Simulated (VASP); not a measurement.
Here is a VASP 6.6.1 calculation.

File INCAR:

```
SYSTEM = Si6HC
  ALGO = Normal
  DIPOL = 0.5 0.5 0.497
  EDIFF = 1E-6
  ENCUT = 520
  GGA = PS
  IDIPOL = 3
  ISIF = 2
  ISMEAR = 0
  ISPIN = 2
  LASPH = .True.
  LCHARG = .False.
  LDIPOL = .True.
  LORBIT = 11
  LREAL = .False.
  LWAVE = .False.
  MAGMOM = 0 0 0 0 0 0 1 0
  NBANDS = 28
  NELM = 150
  PREC = Accurate
  SIGMA = 0.05
```

File KPOINTS:

```
k-points
0
Gamma
  9 9 1
  0 0 0
```

File POSCAR:

```
Si6HC
1.0
    3.8248883530      0.0000000000      0.0000000000
   -1.9124441765      3.3124504803      0.0000000000
    0.0000000000      0.0000000000     27.2211317404
Si C H
6 1 1
Direct
    0.6666666667      0.3333333333      0.3122574066
    0.3333333333      0.6666666667      0.3415299164
    0.3333333333      0.6666666667      0.4284226886
    0.6666666667      0.3333333333      0.4576762114
    0.6666666667      0.3333333333      0.5443513118
    0.3333333333      0.6666666667      0.5750159996
    0.3333333333      0.6666666667      0.6394182585
    0.3333333333      0.6666666667      0.6793002444
```

Potentials or basis: VASP PAW PBE potentials, release 64 (Si, C, H).

Launch:

```bash
$ cat potpaw_PBE.64/Si/POTCAR potpaw_PBE.64/C/POTCAR potpaw_PBE.64/H/POTCAR > POTCAR
$ mpirun -np 1 vasp_std > vasp.out
```

Task: Estimate the net moment.

Result: -0.20 μB per cell.

Task: Estimate the site moments.

Result: Si -0.21, -0.02, -0.05, -0.01, +0.01, -0.03; C +0.32; H -0.01 μB.

Forces on the atoms (eV/Å):
```
Si   0.000  0.000  0.445
Si   0.000  0.000 -0.649
Si   0.000  0.000  0.141
Si   0.000  0.000 -0.037
Si   0.000  0.000 -0.227
Si   0.000  0.000  0.860
C    0.000  0.000 -0.560
H    0.000  0.000  0.028
```

Caveat: the PAW data sets were made with another functional, which shifts forces and pressure a little.
